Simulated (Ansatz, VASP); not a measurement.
## One calculation of BP, two programs

POSCAR

```
BP
1.0
    0.0000000000      2.2116077945      2.2116077945
    2.2116077945      0.0000000000      2.2116077945
    2.2116077945      2.2116077945      0.0000000000
B P
1 1
Direct
    0.0000000000      0.0000000000      0.0000000000
    0.2500000000      0.2500000000      0.2500000000
```

File INCAR.step1:

```
SYSTEM = BP
PREC = Accurate
ENCUT = 520
EDIFF = 1E-5
ISMEAR = 0
SIGMA = 0.01
LREAL = .FALSE.
LASPH = .TRUE.
NELM = 80
ALGO = Normal
ISIF = 2
LWAVE = .TRUE.
LCHARG = .FALSE.
GGA = PE
NBANDS = 11
```

INCAR.step2

```
SYSTEM = BP
PREC = Accurate
ENCUT = 520
EDIFF = 1E-7
ISMEAR = 0
SIGMA = 0.01
LREAL = .FALSE.
LASPH = .TRUE.
NELM = 80
ALGO = Normal
ISIF = 2
LWAVE = .FALSE.
LCHARG = .FALSE.
GGA = PE
LHFCALC = .TRUE.
HFSCREEN = 0.2079
PRECFOCK = Normal
ISTART = 1
NBANDS = 11
```

File KPOINTS:

```
Automatic mesh
0
G
  6 6 6
  0 0 0
```

Input for Ansatz:

```yaml
crystal:
  lattice:
    - [0.0, 2.2116077945, 2.2116077945]
    - [2.2116077945, 0.0, 2.2116077945]
    - [2.2116077945, 2.2116077945, 0.0]
  atoms:
    - { symbol: B, position: [0.0, 0.0, 0.0] }
    - { symbol: P, position: [0.25, 0.25, 0.25] }
kpoints:
  mp_grid: { grid: [6, 6, 6] }
  band_path:
    path:
      - [0.0, 0.0, 0.0]
      - [-0.5, -0.5, 0.0]
      - [-0.375, -0.375, 0.25]
      - [-0.375, 0.0, 0.375]
      - [0.0, 0.0, 0.5]
      - [-0.5, -0.25, 0.25]
      - [0.0, 0.4, 0.4]
    npoints: 1
hamiltonian:
  xc: hse06
scf:
  occupations: { method: fixed }
  n_extra_bands: 4
output:
  forces: true
  stress: true
  eigenvalues: true
```

Change from the starting cell: hydrostatic strain -2.5%.

Alike in both runs: task single point; functional HSE06; k mesh 6 × 6 × 6; no spin polarisation.

```csv
,VASP,Ansatz
version,VASP 6.6.1,Ansatz 0.2.0
potentials or method,"VASP PAW PBE potentials, release 64 (B, P)","plane waves, PAW"
plane-wave cutoff (eV),520,420
occupations,"gaussian, width 0.01 eV",fixed
valence electrons in the cell,8,8
```

|  | VASP | Ansatz | Ansatz less VASP |
| --- | --- | --- | --- |
| gap on the k mesh at the Fermi level (eV) | 1.90 | 1.91 | +0.005 |
| pressure (GPa) | 12.8 | 13.5 | +0.71 |

Ansatz's warnings: stress exchange threshold loose, stress scf threshold loose.
